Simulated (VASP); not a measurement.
# Ta (P6/mmm) in VASP: notebook

Ta is run at these levels: PBEsol; tasks: single point.

Program: VASP 6.6.1. These are calculated values, not measurements. Logs are shortened: lines on timing, memory, paths and dates and some standing lists are left out, and cuts for length are marked.

### Step 1. The cell of the first run

Symmetry: P6/mmm, No. 191, hexagonal system. Conventional cell: a = 4.931 Å, b = 4.931 Å, c = 2.769 Å, α = 90.00°, β = 90.00°, γ = 120.00°. Ta (site symmetry 6/mmm) has 14 Ta at 2.77 to 3.17 Å within 3.6 Å. Ta (site symmetry -6m2) has 11 Ta at 2.77 to 3.17 Å within 3.6 Å.

### Step 2. Single point, PBEsol (volume scaled by 1.08)

INCAR

```
SYSTEM = Ta
PREC = Accurate
ENCUT = 520
EDIFF = 1E-6
ISMEAR = -1
SIGMA = 0.1
LREAL = .False.
LASPH = .True.
NELM = 60
ALGO = Normal
ISIF = 2
LWAVE = .False.
LCHARG = .False.
GGA = PS
NBANDS = 24
```

KPOINTS

```
Automatic mesh
0
Gamma
  9 9 13
  0 0 0
```

POSCAR

```
Ta
1.0
    4.9312281420      0.0000000000      0.0000000000
   -2.4656140710      4.2705688428      0.0000000000
    0.0000000000      0.0000000000      2.7690202573
Ta
3
Direct
    0.0000000000      1.0000000000      0.0000000000
    0.3333333333      0.6666666667      0.5000000000
    0.6666666667      0.3333333333      0.5000000000
```

Potentials or basis: VASP PAW PBE potentials, release 64 (Ta_pv).

The run is started by

```sh
$ cat potpaw_PBE.64/Ta_pv/POTCAR > POTCAR
$ mpirun -np 1 vasp_std > vasp.out
```

OUTCAR:

```text
SYSTEM = Ta
   PREC = Accurate
   ENCUT = 520
   EDIFF = 1E-6
   ISMEAR = -1
   LREAL = .False.
   LASPH = .True.
   NELM = 60
   ISIF = 2
   GGA = PS

 ion  position               nearest neighbor table
   1  0.000  0.000  0.000-   2 3.17   3 3.17   2 3.17   3 3.17   2 3.17   2 3.17   3 3.17   3 3.17
                             3 3.17   3 3.17   2 3.17   2 3.17
   2  0.333  0.667  0.500-   3 2.85   3 2.85   3 2.85   1 3.17   1 3.17   1 3.17   1 3.17   1 3.17
                             1 3.17
   3  0.667  0.333  0.500-   2 2.85   2 2.85   2 2.85   1 3.17   1 3.17   1 3.17   1 3.17   1 3.17
                             1 3.17

  LATTYP: Found a hexagonal cell.
 ALAT       =     4.9312281420
 C/A-ratio  =     0.5615275095

  Lattice vectors:

 A1 = (   4.9312281420,   0.0000000000,   0.0000000000)
 A2 = (  -2.4656140710,   4.2705688428,   0.0000000000)
 A3 = (   0.0000000000,   0.0000000000,   2.7690202573)

Analysis of symmetry for initial positions (statically):
=====================================================================
 Subroutine PRICEL returns:
 Original cell was already a primitive cell.

 Routine SETGRP: Setting up the symmetry group for a
 hexagonal supercell.

 Subroutine GETGRP returns: Found 24 space group operations
 (whereof 24 operations were pure point group operations)
 out of a pool of 24 trial point group operations.

The static configuration has the point symmetry D_6h.

Analysis of symmetry for dynamics (positions and initial velocities):
=====================================================================
 Subroutine PRICEL returns:
 Original cell was already a primitive cell.

 Routine SETGRP: Setting up the symmetry group for a
 hexagonal supercell.

 Subroutine GETGRP returns: Found 24 space group operations
 (whereof 24 operations were pure point group operations)
 out of a pool of 24 trial point group operations.

The dynamic configuration has the point symmetry D_6h.

 Subroutine INISYM returns: Found 24 space group operations
 (whereof 24 operations are pure point group operations),
 and found     1 'primitive' translations

----------------------------------------------------------------------------------------

                                     Primitive cell

  volume of cell :      58.3132

  direct lattice vectors                    reciprocal lattice vectors
     4.931228142  0.000000000  0.000000000     0.202789239  0.117080421  0.000000000
    -2.465614071  4.270568843  0.000000000     0.000000000  0.234160843  0.000000000
     0.000000000  0.000000000  2.769020257     0.000000000  0.000000000  0.361138564

  length of vectors
     4.931228142  4.931228142  2.769020257     0.234160843  0.234160843  0.361138564

  position of ions in fractional coordinates (direct lattice)
     0.000000000  0.000000000  0.000000000
     0.333333333  0.666666667  0.500000000
     0.666666667  0.333333333  0.500000000

  ion indices of the primitive-cell ions
   primitive index   ion index
                 1           1
                 2           2
                 3           3

----------------------------------------------------------------------------------------

 KPOINTS: Automatic mesh

Automatic generation of k-mesh.
 Grid dimensions read from file:
 generate k-points for:    9    9   13

 Generating k-lattice:

  Cartesian coordinates                     Fractional coordinates (reciprocal lattice)
     0.022532138  0.013008936  0.000000000     0.111111111 -0.000000000  0.000000000
     0.000000000  0.026017871  0.000000000     0.000000000  0.111111111  0.000000000
     0.000000000  0.000000000  0.027779890     0.000000000  0.000000000  0.076923077

  Length of vectors
     0.026017871  0.026017871  0.027779890

  Shift w.r.t. Gamma in fractional coordinates (k-lattice)
     0.000000000  0.000000000  0.000000000

 Subroutine IBZKPT returns following result:
 ===========================================

 Found     84 irreducible k-points:

 Following reciprocal coordinates:
            Coordinates               Weight
  0.000000  0.000000  0.000000      1.000000
  0.111111  0.000000  0.000000      6.000000
  0.222222 -0.000000  0.000000      6.000000
  0.333333  0.000000  0.000000      6.000000
  0.444444 -0.000000  0.000000      6.000000
  0.111111  0.111111  0.000000      6.000000
[... 16 lines left out ...]
  0.333333  0.222222  0.076923     24.000000
  0.333333  0.333333  0.076923      4.000000
 [... further k-points ...]
   k-points           NKPTS =     84   k-points in BZ     NKDIM =     84   number of bands    NBANDS=     24
   number of dos      NEDOS =    301   number of ions     NIONS =      3
   total plane-waves  NPLWV =  38400
   dimension x,y,z NGX =    40 NGY =   40 NGZ =   24
   dimension x,y,z NGXF=    80 NGYF=   80 NGZF=   48
   ions per type =               3
   NGX,Y,Z   is equivalent  to a cutoff of  13.49, 13.49, 14.41 a.u.
   NGXF,Y,Z  is equivalent  to a cutoff of  26.97, 26.97, 28.82 a.u.
 SYSTEM =  Ta
   PREC   = accura    normal or accurate (medium, high low for compatibility)
   ISTART =      0    job   : 0-new  1-cont  2-samecut
   ICHARG =      2    charge: 1-file 2-atom 10-const
   ISPIN  =      1    spin polarized calculation?
   LNONCOLLINEAR =      F non collinear calculations
   LSORBIT =      F    spin-orbit coupling
   LASPH  =      T    aspherical Exc in radial PAW
   ENCUT  =  520.0 eV  38.22 Ry    6.18 a.u.   9.17  9.17  5.15*2*pi/ulx,y,z
   NELM   =     60;   NELMIN=  2; NELMDL= -5     # of ELM steps
   EDIFF  = 0.1E-05   stopping-criterion for ELM
   LREAL  =      F    real-space projection
[... 7 lines left out ...]
   TEBEG  =    0.0;   TEEND  =   0.0 temperature during run
   PSTRESS=    0.0 pullay stress
   NELECT =      33.0000    total number of electrons
   NUPDOWN=      -1.0000    fix difference up-down
   EMIN   =  10.00;   EMAX   =-10.00  energy-range for DOS
   EFERMI =   0.00;   METHOD = LEGACY
   ISMEAR =    -1;   SIGMA  =   0.10  broadening in eV -4-tet -1-fermi 0-gaus
   EFERMI_NEDOS =   21; number of points for ismear=-14 and -15
   IALGO  =     38    algorithm
   IMIX   =      4    mixing-type and parameters
     AMIX     =   0.40;   BMIX     =  1.00
     AMIX_MAG =   1.60;   BMIX_MAG =  1.00
  volume/ion in A,a.u.               =      19.44       131.17
  Fermi-wavevector in a.u.,A,eV,Ry     =   1.354120  2.558916 24.948201  1.833641
  Thomas-Fermi vector in A             =   2.481318
   LORBIT       =      0    0 simple, 1 ext, 2 COOP (PROOUT), +10 PAW based schemes
   GGA     = PS    functional components
   LHFCALC =     F    Hartree Fock is set to
   AEXX    =    0.0000 exact exchange contribution
   IVDW    =     0    specifies the selected vdW correction
   LEPSILON=     F    determine dielectric tensor
   LRPA    =     F    only Hartree local field effects (RPA)
 non-spin polarized calculation
  energy-cutoff  :      520.00
  volume of cell :       58.31
 maximum number of plane-waves:      1588
 NGX is ok and might be reduce to    40
   NGX = 19   NGY = 19   NGZ = 11

 number of electron      33.0000003 magnetization

 Free energy of the ion-electron system (eV)
  ---------------------------------------------------
  ext. energy  EPLUGINS =         0.00000000
  ---------------------------------------------------
  free energy    TOTEN  =       -36.81976241 eV

  energy without entropy =      -36.71068523  energy(sigma->0) =      -36.76522382

 E-fermi :   5.0125     XC(G=0): -12.3295

 val. band max:        5.0107549934   @ k =   0.2222  -0.0000   0.4615
 cond. band min:       5.0137857168   @ k =   0.3333   0.0000   0.0769
 fundamental gap:      0.0030307234
 Fermi energy:         5.0125404277

 k-point     1 :       0.0000    0.0000    0.0000
  band No.  band energies     occupation
      1     -29.3392      2.00000
      2     -29.3392      2.00000
      3     -29.1998      2.00000
      4     -29.1998      2.00000
      5     -28.6605      2.00000
      6     -28.6605      2.00000
[... 16 lines left out ...]
     23       8.1740      0.00000
     24      11.1322      0.00000

 k-point     2 :       0.1111    0.0000    0.0000
  band No.  band energies     occupation
      1     -29.3823      2.00000
      2     -29.3644      2.00000
      3     -29.1504      2.00000
      4     -29.1422      2.00000
      5     -28.6947      2.00000
      6     -28.6660      2.00000
[... 16 lines left out ...]
     23       8.6739      0.00000
     24      10.8462      0.00000

 k-point     3 :       0.2222   -0.0000    0.0000
  band No.  band energies     occupation
      1     -29.4476      2.00000
      2     -29.3749      2.00000
      3     -29.0672      2.00000
      4     -29.0444      2.00000
      5     -28.7863      2.00000
      6     -28.6820      2.00000
[... 16 lines left out ...]
     23       9.2815      0.00000
     24      10.1638      0.00000

 k-point     4 :       0.3333    0.0000    0.0000
  band No.  band energies     occupation
      1     -29.4984      2.00000
      2     -29.3344      2.00000
      3     -28.9986      2.00000
      4     -28.9903      2.00000
      5     -28.8771      2.00000
      6     -28.7058      2.00000
[... 16 lines left out ...]
     23       9.6193      0.00000
     24       9.8459      0.00000

 k-point     5 :       0.4444   -0.0000    0.0000
  band No.  band energies     occupation
      1     -29.5256      2.00000
      2     -29.2452      2.00000
      3     -29.1045      2.00000
      4     -28.9400      2.00000
      5     -28.8632      2.00000
      6     -28.7275      2.00000
[... 451 lines left out ...]
 k-point    22 :       0.2222    0.2222    0.0769
  band No.  band energies     occupation
      1     -29.4416      2.00000
      2     -29.3645      2.00000
      3     -29.0493      2.00000
      4     -28.9239      2.00000
      5     -28.8933      2.00000
      6     -28.6986      2.00000
[... 16 lines left out ...]
     23       9.7703      0.00000
     24       9.8375      0.00000

 k-point    23 :       0.3333    0.2222    0.0769
  band No.  band energies     occupation
      1     -29.4412      2.00000
      2     -29.3000      2.00000
      3     -29.1668      2.00000
      4     -28.8906      2.00000
      5     -28.8697      2.00000
      6     -28.7039      2.00000
[... 16 lines left out ...]
     23       9.3240      0.00000
     24       9.9993      0.00000

 k-point    24 :       0.3333    0.3333    0.0769
  band No.  band energies     occupation
      1     -29.4044      2.00000
      2     -29.2645      2.00000
      3     -29.2645      2.00000
      4     -28.8695      2.00000
      5     -28.8695      2.00000
      6     -28.7000      2.00000
[... 16 lines left out ...]
     23       8.9062      0.00000
     24       9.6305      0.00000

 [... further k-points ...]
[... 5 lines left out ...]
  --------------------------------------------------------------------------------------
  -------------------------------------------------------------------------------------
  Total       -4.5483925     -4.5483925     -5.1106664      0.0000000      0.0000000     -0.0000000
  in kB     -124.9687879   -124.9687879   -140.4174747      0.0000000      0.0000000     -0.0000000
  external PRESSURE =    -130.1183502 kB  Pullay stress =       0.0000000 kB

 VOLUME and BASIS-vectors are now :
 -----------------------------------------------------------------------------
  energy-cutoff  :      520.00
  volume of cell :       58.31
      direct lattice vectors                 reciprocal lattice vectors
     4.931228142  0.000000000  0.000000000     0.202789239  0.117080421  0.000000000
    -2.465614071  4.270568843  0.000000000     0.000000000  0.234160843  0.000000000
     0.000000000  0.000000000  2.769020257     0.000000000  0.000000000  0.361138564

 POSITION                                       TOTAL-FORCE (eV/Angst)
 -----------------------------------------------------------------------------------
      0.00000      0.00000      0.00000        -0.000000      0.000000      0.000000
     -0.00000      2.84705      1.38451         0.000000      0.000000      0.000000
      2.46561      1.42352      1.38451        -0.000000     -0.000000      0.000000
 -----------------------------------------------------------------------------------
    total drift:                                0.000000     -0.000000      0.000000

  FREE ENERGIE OF THE ION-ELECTRON SYSTEM (eV)
  ---------------------------------------------------
  free  energy   TOTEN  =       -36.8197624075 eV

  energy  without entropy=      -36.7106852298  energy(sigma->0) =      -36.76522382
```

Wall time 43 s (1 thread of Intel Xeon 6975P-C (Granite Rapids), shared host); peak memory 0.24 GiB.

Results:

```
Free energy : -36.8198 eV
Pressure    : -13.0 GPa
```

Caveat: the PAW data sets were made with another functional, which shifts forces and pressure a little; spin-orbit coupling is left out, which moves the levels of the heavy elements.

### Step 3. Single point, PBEsol (volume scaled by 1.12)

INCAR

```
SYSTEM = Ta
PREC = Accurate ; ENCUT = 520
EDIFF = 1E-6 ; ISMEAR = -1
SIGMA = 0.1 ; LREAL = .FALSE.
LASPH = .TRUE. ; NELM = 100
ALGO = Normal ; ISIF = 2
LWAVE = .FALSE. ; LCHARG = .FALSE.
GGA = PS ; NBANDS = 24
```

KPOINTS

```
Automatic mesh
0
G
  9 9 13
  0 0 0
```

POSCAR

```
Ta
1.0
    4.9913709979      0.0000000000      0.0000000000
   -2.4956854989      4.3226540839      0.0000000000
    0.0000000000      0.0000000000      2.8027921254
Ta
3
Direct
    0.0000000000      1.0000000000      0.0000000000
    0.3333333333      0.6666666667      0.5000000000
    0.6666666667      0.3333333333      0.5000000000
```

Potentials or basis: VASP PAW PBE potentials, release 64 (Ta_pv).

The run is started by

```sh
$ cat potpaw_PBE.64/Ta_pv/POTCAR > POTCAR
$ mpirun -np 1 vasp_std > vasp.out
```

It took 44 s on 1 thread of Intel Xeon 6975P-C (Granite Rapids), shared host; peak memory 0.24 GiB.

The run converged. Its results:

- Free energy: -36.6105 eV
- Pressure: -18.0 GPa

Stress tensor (GPa, compression positive):
```
-17.28   0.00   0.00
  0.00 -17.28   0.00
  0.00   0.00 -19.35
```

Levels at points of the mesh, in eV from the Fermi level:
```csv
k point,band 13,band 14,band 15,band 16,band 17,band 18,band 19,band 20,band 21,band 22
"(0.00, 0.00, 0.00)",-1.38,-1.38,-1.35,-1.35,-0.61,0.94,0.94,3.00,3.00,3.04
```

Caveat: the PAW data sets were made with another functional, which shifts forces and pressure a little; spin-orbit coupling is left out, which moves the levels of the heavy elements.

(Continued in part 2 of 2.)
